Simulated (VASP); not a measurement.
# Pt in VASP: single point with r2SCAN

Aim: the single point of Pt with r2SCAN.

Everything below comes from runs of VASP 6.6.1. Logs are shortened: lines on timing, memory, paths and dates and some standing lists are left out, and cuts for length are marked.

### 1 The cell of the first run

The cell holds a slab with vacuum, 7 atoms: a = 2.786 Å, b = 2.786 Å, c = 26.821 Å, α = 90.00°, β = 90.00°, γ = 90.00°.

### 2 Single point, r2SCAN

POSCAR reads:

```
Pt
1.0
    2.7861346167      0.0000000000      0.0000000000
    0.0000000000      2.7861346167      0.0000000000
    0.0000000000      0.0000000000     26.8205680848
Pt
7
Direct
    0.5000000000      0.5000000000      0.2815996343
    0.0000000000      0.0000000000      0.3532974719
    0.5000000000      0.5000000000      0.4263555110
    0.0000000000      0.0000000000      0.5000000008
    0.5000000000      0.5000000000      0.5736444879
    0.0000000000      0.0000000000      0.6467025295
    0.5000000000      0.5000000000      0.7184003646
```

INCAR.step1 reads:

```
PREC     = Accurate       # precision mode
ENCUT    = 520            # plane-wave cutoff, eV
ISMEAR   = 0              # smearing method
SIGMA    = 0.1            # smearing width, eV
LREAL    = F              # projectors in reciprocal space
LASPH    = T              # aspherical terms in the spheres
NELM     = 60             # most SCF steps
LDIPOL   = T            
IDIPOL   = 3            
DIPOL    = 0.5 0.5 0.500
NBANDS   = 44             # bands
GGA      = PE             # functional
ALGO     = Normal         # electronic algorithm
EDIFF    = 1E-4           # SCF threshold, eV
LWAVE    = T              # write WAVECAR
LCHARG   = F              # write CHGCAR
```

INCAR.step2 reads:

```
PREC     = Accurate       # precision mode
ENCUT    = 520            # plane-wave cutoff, eV
EDIFF    = 1E-6           # SCF threshold, eV
ISMEAR   = 0              # smearing method
SIGMA    = 0.1            # smearing width, eV
LREAL    = F              # projectors in reciprocal space
LASPH    = T              # aspherical terms in the spheres
NELM     = 60             # most SCF steps
ALGO     = Normal         # electronic algorithm
ISIF     = 2              # what is computed and relaxed
LWAVE    = F              # write WAVECAR
LCHARG   = F              # write CHGCAR
LDIPOL   = T            
IDIPOL   = 3            
DIPOL    = 0.5 0.5 0.500
METAGGA  = R2SCAN         # meta-GGA
LMIXTAU  = T            
NBANDS   = 44             # bands
ISTART   = 1
```

KPOINTS reads:

```
Automatic mesh
0
Gamma
  12 12 1
```

Potentials or basis: VASP PAW PBE potentials, release 64 (Pt).

Started as:

```sh
> cat potpaw_PBE.64/Pt/POTCAR > POTCAR
> cp INCAR.step1 INCAR
> mpirun -np 1 vasp_std > vasp.out
> cp INCAR.step2 INCAR
> mpirun -np 1 vasp_std > vasp.out
```

OUTCAR:

```text
PREC = Accurate
   ENCUT = 520
   EDIFF = 1E-6
   ISMEAR = 0
   LREAL = F
   LASPH = T
   NELM = 60
   ISIF = 2
   METAGGA = R2SCAN
   ISTART = 1

 ion  position               nearest neighbor table
   1  0.500  0.500  0.282-   2 2.75   2 2.75   2 2.75   2 2.75
   2  0.000  0.000  0.353-   1 2.75   1 2.75   1 2.75   1 2.75   3 2.78   3 2.78   3 2.78   3 2.78

   3  0.500  0.500  0.426-   2 2.78   2 2.78   2 2.78   2 2.78   4 2.79   4 2.79   4 2.79   4 2.79

   4  0.000  0.000  0.500-   5 2.79   5 2.79   5 2.79   5 2.79   3 2.79   3 2.79   3 2.79   3 2.79

   5  0.500  0.500  0.574-   6 2.78   6 2.78   6 2.78   6 2.78   4 2.79   4 2.79   4 2.79   4 2.79

   6  0.000  0.000  0.647-   7 2.75   7 2.75   7 2.75   7 2.75   5 2.78   5 2.78   5 2.78   5 2.78

   7  0.500  0.500  0.718-   6 2.75   6 2.75   6 2.75   6 2.75

  LATTYP: Found a simple tetragonal cell.
 ALAT       =     2.7861346167
 C/A-ratio  =     9.6264437203

  Lattice vectors:

 A1 = (   2.7861346167,   0.0000000000,   0.0000000000)
 A2 = (   0.0000000000,   2.7861346167,   0.0000000000)
 A3 = (   0.0000000000,   0.0000000000,  26.8205680848)

Analysis of symmetry for initial positions (statically):
=====================================================================
 Subroutine PRICEL returns:
 Original cell was already a primitive cell.

 Routine SETGRP: Setting up the symmetry group for a
 simple tetragonal supercell.

 Subroutine GETGRP returns: Found 16 space group operations
 (whereof 16 operations were pure point group operations)
 out of a pool of 16 trial point group operations.

The static configuration has the point symmetry D_4h.

Analysis of symmetry for dynamics (positions and initial velocities):
=====================================================================
 Subroutine PRICEL returns:
 Original cell was already a primitive cell.

 Routine SETGRP: Setting up the symmetry group for a
 simple tetragonal supercell.

 Subroutine GETGRP returns: Found 16 space group operations
 (whereof 16 operations were pure point group operations)
 out of a pool of 16 trial point group operations.

The dynamic configuration has the point symmetry D_4h.

 Subroutine INISYM returns: Found 16 space group operations
 (whereof 16 operations are pure point group operations),
 and found     1 'primitive' translations

----------------------------------------------------------------------------------------

                                     Primitive cell

  volume of cell :     208.1959

  direct lattice vectors                    reciprocal lattice vectors
     2.786134617  0.000000000  0.000000000     0.358920202  0.000000000  0.000000000
     0.000000000  2.786134617  0.000000000     0.000000000  0.358920202  0.000000000
     0.000000000  0.000000000 26.820568085     0.000000000  0.000000000  0.037284818

  length of vectors
     2.786134617  2.786134617 26.820568085     0.358920202  0.358920202  0.037284818

  position of ions in fractional coordinates (direct lattice)
     0.500000000  0.500000000  0.281599634
     0.000000000  0.000000000  0.353297472
     0.500000000  0.500000000  0.426355511
     0.000000000  0.000000000  0.500000001
     0.500000000  0.500000000  0.573644488
     0.000000000  0.000000000  0.646702529
     0.500000000  0.500000000  0.718400365

  ion indices of the primitive-cell ions
   primitive index   ion index
                 1           1
                 2           2
                 3           3
                 4           4
                 5           5
                 6           6
                 7           7

----------------------------------------------------------------------------------------

 KPOINTS: Automatic mesh

Automatic generation of k-mesh.
 Grid dimensions read from file:
 generate k-points for:   12   12    1

 Generating k-lattice:

  Cartesian coordinates                     Fractional coordinates (reciprocal lattice)
     0.029910017  0.000000000  0.000000000     0.083333333  0.000000000  0.000000000
     0.000000000  0.029910017  0.000000000     0.000000000  0.083333333  0.000000000
     0.000000000  0.000000000  0.037284818     0.000000000  0.000000000  1.000000000

  Length of vectors
     0.029910017  0.029910017  0.037284818

  Shift w.r.t. Gamma in fractional coordinates (k-lattice)
     0.000000000  0.000000000  0.000000000

 Subroutine IBZKPT returns following result:
 ===========================================

 Found     28 irreducible k-points:

 Following reciprocal coordinates:
            Coordinates               Weight
  0.000000  0.000000  0.000000      1.000000
  0.083333  0.000000  0.000000      4.000000
  0.166667  0.000000  0.000000      4.000000
  0.250000  0.000000  0.000000      4.000000
  0.333333  0.000000  0.000000      4.000000
  0.416667  0.000000  0.000000      4.000000
[... 16 lines left out ...]
  0.333333  0.333333  0.000000      4.000000
  0.416667  0.333333  0.000000      8.000000
 [... further k-points ...]
   k-points           NKPTS =     28   k-points in BZ     NKDIM =     28   number of bands    NBANDS=     44
   number of dos      NEDOS =    301   number of ions     NIONS =      7
   total plane-waves  NPLWV = 115200
   dimension x,y,z NGX =    24 NGY =   24 NGZ =  200
   dimension x,y,z NGXF=    48 NGYF=   48 NGZF=  400
   ions per type =               7
   NGX,Y,Z   is equivalent  to a cutoff of  14.32, 14.32, 12.40 a.u.
   NGXF,Y,Z  is equivalent  to a cutoff of  28.64, 28.64, 24.79 a.u.
 SYSTEM =  unknown system
   PREC   = accura    normal or accurate (medium, high low for compatibility)
   ISTART =      1    job   : 0-new  1-cont  2-samecut
   ICHARG =      0    charge: 1-file 2-atom 10-const
   ISPIN  =      1    spin polarized calculation?
   LNONCOLLINEAR =      F non collinear calculations
   LSORBIT =      F    spin-orbit coupling
   LASPH  =      T    aspherical Exc in radial PAW
   ENCUT  =  520.0 eV  38.22 Ry    6.18 a.u.   5.18  5.18 49.87*2*pi/ulx,y,z
   NELM   =     60;   NELMIN=  2; NELMDL=  0     # of ELM steps
   EDIFF  = 0.1E-05   stopping-criterion for ELM
   LREAL  =      F    real-space projection
   EDIFFG = 0.1E-04   stopping-criterion for IOM
   NSW    =      0    number of steps for IOM
   IBRION =     -1    ionic relax: 0-MD 1-quasi-New 2-CG
   NFREE  =      0    steps in history (QN), initial steepest desc. (CG)
   ISIF   =      2    stress and relaxation
   ISYM   =      2    0-nonsym 1-usesym 2-fastsym
   POTIM  = 0.5000    time-step for ionic-motion
   TEBEG  =    0.0;   TEEND  =   0.0 temperature during run
   PSTRESS=    0.0 pullay stress
   NELECT =      70.0000    total number of electrons
   NUPDOWN=      -1.0000    fix difference up-down
   EMIN   =  10.00;   EMAX   =-10.00  energy-range for DOS
   EFERMI =   0.00;   METHOD = LEGACY
   ISMEAR =     0;   SIGMA  =   0.10  broadening in eV -4-tet -1-fermi 0-gaus
   EFERMI_NEDOS =   21; number of points for ismear=-14 and -15
   IALGO  =     38    algorithm
   IMIX   =      4    mixing-type and parameters
     AMIX     =   0.40;   BMIX     =  1.00
     AMIX_MAG =   1.60;   BMIX_MAG =  1.00
  volume/ion in A,a.u.               =      29.74       200.71
  Fermi-wavevector in a.u.,A,eV,Ry     =   1.138370  2.151207 17.631604  1.295886
  Thomas-Fermi vector in A             =   2.275075
   LORBIT       =      0    0 simple, 1 ext, 2 COOP (PROOUT), +10 PAW based schemes
   METAGGA = R2SCAN    functional components
   LHFCALC =     F    Hartree Fock is set to
   AEXX    =    0.0000 exact exchange contribution
   IVDW    =     0    specifies the selected vdW correction
   LEPSILON=     F    determine dielectric tensor
   LRPA    =     F    only Hartree local field effects (RPA)
 non-spin polarized calculation
 Gauss-broadening in eV      SIGMA  =   0.10
  energy-cutoff  :      520.00
  volume of cell :      208.20
 maximum number of plane-waves:      5656
 NGX is ok and might be reduce to    24
   NGX = 11   NGY = 11   NGZ = 99

 number of electron      69.9999994 magnetization

 dipolmoment           0.000000      0.000000     -0.000000 electrons x Angstroem

 Free energy of the ion-electron system (eV)
  ---------------------------------------------------
  ext. energy  EPLUGINS =         0.00000000
  ---------------------------------------------------
  free energy    TOTEN  =      -358.54895849 eV

  energy without entropy =     -358.47296065  energy(sigma->0) =     -358.51095957

 E-fermi :   2.6913     XC(G=0):  -8.0838

 val. band max:        2.6820822644   @ k =   0.5000   0.2500   0.0000
 cond. band min:       2.6951438154   @ k =   0.4167   0.4167   0.0000
 fundamental gap:      0.0130615511
 Fermi energy:         2.6912672794

 k-point     1 :       0.0000    0.0000    0.0000
  band No.  band energies     occupation
      1      -7.4105      2.00000
      2      -6.6883      2.00000
      3      -5.5598      2.00000
      4      -4.5183      2.00000
      5      -4.3720      2.00000
      6      -3.9445      2.00000
[... 36 lines left out ...]
     43       4.8491      0.00000
     44       8.4362      0.00000

 k-point     2 :       0.0833    0.0000    0.0000
  band No.  band energies     occupation
      1      -7.2239      2.00000
      2      -6.5165      2.00000
      3      -5.4105      2.00000
      4      -4.3818      2.00000
      5      -4.2390      2.00000
      6      -3.8207      2.00000
[... 36 lines left out ...]
     43       5.7195      0.00000
     44       8.5735      0.00000

 k-point     3 :       0.1667    0.0000    0.0000
  band No.  band energies     occupation
      1      -6.6911      2.00000
      2      -6.0451      2.00000
      3      -5.0469      2.00000
      4      -4.1273      2.00000
      5      -3.9528      2.00000
      6      -3.4772      2.00000
[... 36 lines left out ...]
     43       7.2047      0.00000
     44       8.9775      0.00000

 k-point     4 :       0.2500    0.0000    0.0000
  band No.  band energies     occupation
      1      -5.8975      2.00000
      2      -5.4177      2.00000
      3      -4.7047      2.00000
      4      -4.0422      2.00000
      5      -3.6732      2.00000
      6      -3.2769      2.00000
[... 882 lines left out ...]
     43       8.0845      0.00000
     44       8.5874      0.00000

 k-point    23 :       0.3333    0.3333    0.0000
  band No.  band energies     occupation
      1      -3.9672      2.00000
      2      -3.4408      2.00000
      3      -3.4126      2.00000
      4      -3.3061      2.00000
      5      -3.2809      2.00000
      6      -3.0050      2.00000
[... 36 lines left out ...]
     43       9.4600      0.00000
     44      10.5299      0.00000

 k-point    24 :       0.4167    0.3333    0.0000
  band No.  band energies     occupation
      1      -3.9599      2.00000
      2      -3.7374      2.00000
      3      -3.5875      2.00000
      4      -3.5523      2.00000
      5      -3.3686      2.00000
      6      -3.2124      2.00000
[... 36 lines left out ...]
     43       9.2302      0.00000
     44       9.9049      0.00000

 [... further k-points ...]

------------------------ aborting loop because EDIFF is reached ----------------------------------------

 vacuum level on the upper side and lower side of the slab       (xc-potential included)         0.003         0.003

  FORCE on cell =-STRESS in cart. coord.  units (eV):
  Direction    XX          YY          ZZ          XY          YZ          ZX
  --------------------------------------------------------------------------------------
  -------------------------------------------------------------------------------------
  Total       -3.2417286     -3.2417286      0.3800870      0.0000000      0.0000000     -0.0000000
  in kB      -24.9468131    -24.9468131      2.9249702      0.0000000      0.0000000     -0.0000000
  external PRESSURE =     -15.6562187 kB  Pullay stress =       0.0000000 kB

 VOLUME and BASIS-vectors are now :
 -----------------------------------------------------------------------------
  energy-cutoff  :      520.00
  volume of cell :      208.20
      direct lattice vectors                 reciprocal lattice vectors
     2.786134617  0.000000000  0.000000000     0.358920202  0.000000000  0.000000000
     0.000000000  2.786134617  0.000000000     0.000000000  0.358920202  0.000000000
     0.000000000  0.000000000 26.820568085     0.000000000  0.000000000  0.037284818

 POSITION                                       TOTAL-FORCE (eV/Angst)
 -----------------------------------------------------------------------------------
      1.39307      1.39307      7.55266         0.000000     -0.000000     -0.034828
      0.00000      0.00000      9.47564         0.000000      0.000000     -0.003363
      1.39307      1.39307     11.43510        -0.000000      0.000000      0.004022
      0.00000      0.00000     13.41028        -0.000000      0.000000      0.000000
      1.39307      1.39307     15.38547        -0.000000      0.000000     -0.004022
      0.00000      0.00000     17.34493        -0.000000      0.000000      0.003363
      1.39307      1.39307     19.26791        -0.000000     -0.000000      0.034828
 -----------------------------------------------------------------------------------
    total drift:                                0.000000     -0.000000     -0.000002

  FREE ENERGIE OF THE ION-ELECTRON SYSTEM (eV)
  ---------------------------------------------------
  free  energy   TOTEN  =      -358.5489584894 eV

  energy  without entropy=     -358.4729606526  energy(sigma->0) =     -358.51095957

 vacuum level on the upper side and lower side of the slab         8.444         8.444
```

Wall time 28 min (1 thread of Intel Xeon Platinum 8488C (Sapphire Rapids), shared host); peak memory 0.48 GiB.

What came out:

```yaml
Free_energy: -358.5490 eV
Largest_force: 0.035 eV/Å
Band_gap_on_the_k_mesh: zero (bands 35 and 36 overlap by 1.57 eV)
```

Forces in eV/Å, atoms in the order of the input:
```
Pt   0.000  0.000 -0.035
Pt   0.000  0.000 -0.003
Pt   0.000  0.000  0.004
Pt   0.000  0.000  0.000
Pt   0.000  0.000 -0.004
Pt   0.000  0.000  0.003
Pt   0.000  0.000  0.035
```

Caveat: the PAW data sets were made with another functional, which shifts forces and pressure a little; spin-orbit coupling is left out, which moves the levels of the heavy elements.
